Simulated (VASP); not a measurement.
# Lu (P6/mmm) in VASP: further runs, part 2 of 2

VASP 6.6.1. The steps go on from the part before.

**4. Single point, PBE**

This run uses another cell than the first one: it holds 3 atoms, not 1.

INCAR reads:

```
SYSTEM = Lu
ALGO = Normal
EDIFF = 1E-6
ENCUT = 520
GGA = PE
ISIF = 2
ISMEAR = -1
LASPH = .True.
LCHARG = .False.
LREAL = .False.
LWAVE = .False.
NBANDS = 44
NELM = 100
PREC = Accurate
SIGMA = 0.08
```

KPOINTS reads:

```
k-points
0
Gamma
  7 7 10
  0 0 0
```

POSCAR reads:

```
Lu
1.0
    5.0861974369      0.0000000000      0.0000000000
   -2.5430987184      4.4047761891      0.0000000000
    0.0000000000      0.0000000000      3.1490110476
Lu
3
Direct
    0.0000000000      0.0000000000      0.0000000000
    0.3333333333      0.6666666667      0.5000000000
    0.6666666667      0.3333333333      0.5000000000
```

Launch:

```bash
cat potpaw_PBE.64/Lu/POTCAR > POTCAR
mpirun -np 1 vasp_std > vasp.out
```

Run time: 3.3 min. Hardware: 1 thread of Oxide Virtual Turin-like, shared host; peak memory 0.23 GiB.

The run converged. Its results:

| Property | Result |
| --- | --- |
| Free energy | -12.7312 eV |
| Pressure | 13.4 GPa |
| Band gap on the k mesh | zero (an odd number of electrons rules out a gap without spin polarisation) |

Stress tensor (GPa, compression positive):
```
13.48  0.00  0.00
 0.00 13.48  0.00
 0.00  0.00 13.36
```

Levels at points of the mesh, in eV from the Fermi level:
```
           k point  band 34  band 35  band 36  band 37  band 38  band 39  band 40  band 41  band 42  band 43
(0.00, 0.00, 0.00)    -4.39    -1.59     0.15     0.15     0.21     0.21     0.28     2.31     3.34     3.34
(0.00, 0.00, 0.50)    -2.44    -1.68    -1.68    -1.44    -0.99    -0.99     2.27     2.27     3.12     3.12
```

Caveat: the cell stands under pressure; spin-orbit coupling is left out, which moves the levels of the heavy elements.

**5. Single point, PBE**

This run uses another cell than the first one: it holds 3 atoms, not 1.

INCAR reads:

```
PREC = Accurate ; ENCUT = 520
EDIFF = 1E-7 ; ISMEAR = -1
SIGMA = 0.08 ; LREAL = False
LASPH = True ; NELM = 80
ALGO = Normal ; ISIF = 2
LWAVE = False ; LCHARG = False
GGA = PE ; NBANDS = 44
```

KPOINTS reads:

```
regular mesh
0
Gamma
  7 7 10
```

Changes to POSCAR since step 4:

```diff
@@ -2,3 +2,3 @@
 1.0
-    5.0861974369      0.0000000000      0.0000000000
+    5.0861974370     -0.0000000001      0.0000000000
    -2.5430987184      4.4047761891      0.0000000000
```

Launch:

```bash
cat potpaw_PBE.64/Lu/POTCAR > POTCAR
mpirun -np 1 vasp_std > vasp.out
```

It took 3.9 min on 1 thread of Oxide Virtual Turin-like, shared host; peak memory 0.23 GiB.

Results (log left out):

```
Free energy            : -12.7312 eV
Pressure               : 13.4 GPa
Band gap on the k mesh : zero (an odd number of electrons rules out a gap without spin polarisation)
```

Stress tensor (GPa, compression positive):
```
13.44  0.00  0.00
 0.00 13.44  0.00
 0.00  0.00 13.32
```

Levels at points of the mesh, in eV from the Fermi level:
```csv
k point,band 35,band 36,band 37,band 38,band 39,band 40,band 41,band 42
"(0.00, 0.00, 0.00)",-1.59,0.15,0.15,0.21,0.21,0.28,2.31,3.34
"(0.00, 0.00, 0.50)",-1.68,-1.68,-1.44,-0.99,-0.99,2.27,2.27,3.12
```

Caveat: the cell stands under pressure; spin-orbit coupling is left out, which moves the levels of the heavy elements.

**6. Relaxation of cell and atoms, PBE, target pressure 13 GPa, at which the enthalpy is minimised**

INCAR reads:

```
ALGO     = Normal         # electronic algorithm
EDIFF    = 1E-6           # SCF threshold, eV
EDIFFG   = -0.005         # ionic threshold
ENCUT    = 600            # plane-wave cutoff, eV
GGA      = PE             # functional
IBRION   = 2              # ionic algorithm
ISIF     = 3              # what is computed and relaxed
ISMEAR   = -1             # smearing method
LASPH    = T              # aspherical terms in the spheres
LCHARG   = F              # write CHGCAR
LREAL    = F              # projectors in reciprocal space
LWAVE    = F              # write WAVECAR
NELM     = 60             # most SCF steps
NSW      = 60             # ionic steps
PREC     = Accurate       # precision mode
PSTRESS  = 130.0        
SIGMA    = 0.08           # smearing width, eV
```

KPOINTS reads:

```
k-points
0
Gamma
  14 14 13
```

POSCAR reads:

```
Lu
1.0
    3.0961528092      0.0000000000      0.0000000000
   -1.5480764046      2.6813469868      0.0000000000
    0.0000000000      0.0000000000      2.9103836406
Lu
1
Direct
    0.0000000000      0.0000000000      0.0000000000
```

Potentials or basis: VASP PAW PBE potentials, release 64 (Lu).

Launch:

```bash
cat potpaw_PBE.64/Lu/POTCAR > POTCAR
mpirun -np 1 vasp_std > vasp.out
```

It took 25 min on 1 thread of Oxide Virtual Turin-like, shared host; peak memory 0.21 GiB.

The run converged. Its results:

```
Free energy                                                : -3.8176 eV
Relaxed volume                                             : 24.25 Å³/atom
Relaxed cell                                               : a = 3.076 Å, b = 3.076 Å, c = 2.959 Å, α = 90.00°, β = 90.00°, γ = 120.00°
Space group after relaxing (to 0.1 Å)                      : P6/mmm (No. 191)
Energy change on relaxing (the run minimises the enthalpy) : -11.5 meV/atom
Ionic steps                                                : 36
Pressure after relaxing                                    : 13.0 GPa
Band gap on the k mesh                                     : zero (an odd number of electrons rules out a gap without spin polarisation)
```

The path:
| step | energy change (eV) | largest force (eV/Å) | pressure (GPa) | volume (Å³) |
| --- | --- | --- | --- | --- |
| 1 | 0.0000 | 0.0000 | 13.23 | 24.16 |
| 2 | -0.0134 | 0.0000 | 13.07 | 24.28 |
| 3 | -0.0122 | 0.0000 | 13.02 | 24.26 |
| 4 | -0.0123 | 0.0000 | 13.36 | 24.26 |
| 5 | -0.0129 | 0.0000 | 13.31 | 24.27 |
| 6 | -0.0126 | 0.0000 | 12.84 | 24.27 |
| 7 | -0.0060 | 0.0000 | 13.11 | 24.18 |
| 8 | -0.0085 | 0.0000 | 13.38 | 24.21 |
| 9 | -0.0113 | 0.0000 | 13.12 | 24.25 |
| 10 | -0.0118 | 0.0000 | 12.98 | 24.26 |
| 11 | -0.0117 | 0.0000 | 13.06 | 24.25 |
| 12 | -0.0117 | 0.0000 | 12.78 | 24.26 |
| 13 | -0.0117 | 0.0000 | 13.20 | 24.25 |
| 14 | -0.0117 | 0.0000 | 12.96 | 24.25 |
| 15 | -0.0112 | 0.0000 | 13.23 | 24.25 |
| 16 | -0.0115 | 0.0000 | 13.54 | 24.25 |
| 17 | -0.0116 | 0.0000 | 13.34 | 24.25 |
| 18 | -0.0117 | 0.0000 | 13.07 | 24.25 |
| 19 | -0.0117 | 0.0000 | 13.08 | 24.25 |
| 20 | -0.0119 | 0.0000 | 13.37 | 24.26 |
| 21 | -0.0125 | 0.0000 | 12.86 | 24.26 |
| 22 | -0.0124 | 0.0000 | 12.82 | 24.26 |
| 23 | -0.0121 | 0.0000 | 13.00 | 24.26 |
| 24 | -0.0122 | 0.0000 | 13.00 | 24.26 |
| 25 | -0.0123 | 0.0000 | 13.05 | 24.26 |
| 26 | -0.0123 | 0.0000 | 13.07 | 24.26 |
| 27 | -0.0124 | 0.0000 | 13.06 | 24.26 |
| 28 | -0.0127 | 0.0000 | 13.18 | 24.27 |
| 29 | -0.0138 | 0.0000 | 13.06 | 24.28 |
| 30 | -0.0142 | 0.0000 | 13.06 | 24.29 |
| 31 | -0.0150 | 0.0000 | 12.98 | 24.30 |
| 32 | -0.0144 | 0.0000 | 12.92 | 24.29 |
| 33 | -0.0142 | 0.0000 | 12.81 | 24.29 |
| 34 | -0.0138 | 0.0000 | 12.87 | 24.28 |
| 35 | -0.0131 | 0.0000 | 12.96 | 24.27 |
| 36 | -0.0115 | 0.0000 | 13.02 | 24.25 |

Final structure:
```
Lu
1.0
     3.07626    0.00000    0.00000
    -1.53813    2.66412    0.00000
     0.00000    0.00000    2.95923
Lu
1
Direct
  0.00000 0.00000 0.00000
```

Levels at points of the mesh, in eV from the Fermi level:
```tsv
k point	band 8	band 9	band 10	band 11	band 12	band 13	band 14	band 15	band 16
(0.00, 0.00, 0.00)	-4.80	-4.79	-4.76	-4.76	-4.65	-0.64	2.60	2.60	8.12
(0.50, 0.00, 0.00)	-4.78	-4.73	-4.71	-4.70	-2.71	0.08	1.12	3.98	7.22
```

Caveat: the cell is relaxed towards a set pressure, so the run minimises the enthalpy, not the energy; spin-orbit coupling is left out, which moves the levels of the heavy elements.

**7. The runs side by side**

| task | cell | k mesh | cutoff (eV) | gap on the mesh (eV) | pressure (GPa) |
| --- | --- | --- | --- | --- | --- |
| single point | a = 3.071, b = 3.071, c = 2.955 Å, angles 90.0, 90.0, 120.0°, 1 atom, atomic positions A | 14 × 14 × 13 | 520 | none | 13.3 |
| single point | a = 5.086, b = 5.086, c = 3.149 Å, angles 90.0, 90.0, 120.0°, 3 atoms, atomic positions B | 7 × 7 × 10 | 520 | none | 13.4 |
| relaxation of cell and atoms | relaxed to 13 GPa from a = 3.096, b = 3.096, c = 2.910 Å, angles 90.0, 90.0, 120.0°, 1 atom, atomic positions A | 14 × 14 × 13 | 600 | none | 13.0 |

Alike in all rows: level PBE; potentials or basis VASP PAW PBE potentials, release 64 (Lu); no spin polarisation; smearing fermi-dirac 0.08 eV.

Caveats: spin-orbit coupling is left out, which moves the levels of the heavy elements; the cell stands under pressure (at least some runs); the cell is relaxed towards a set pressure, so the run minimises the enthalpy, not the energy (at least some runs).

Total energies depend on the potentials used, so only differences within one code and one set of settings carry meaning.
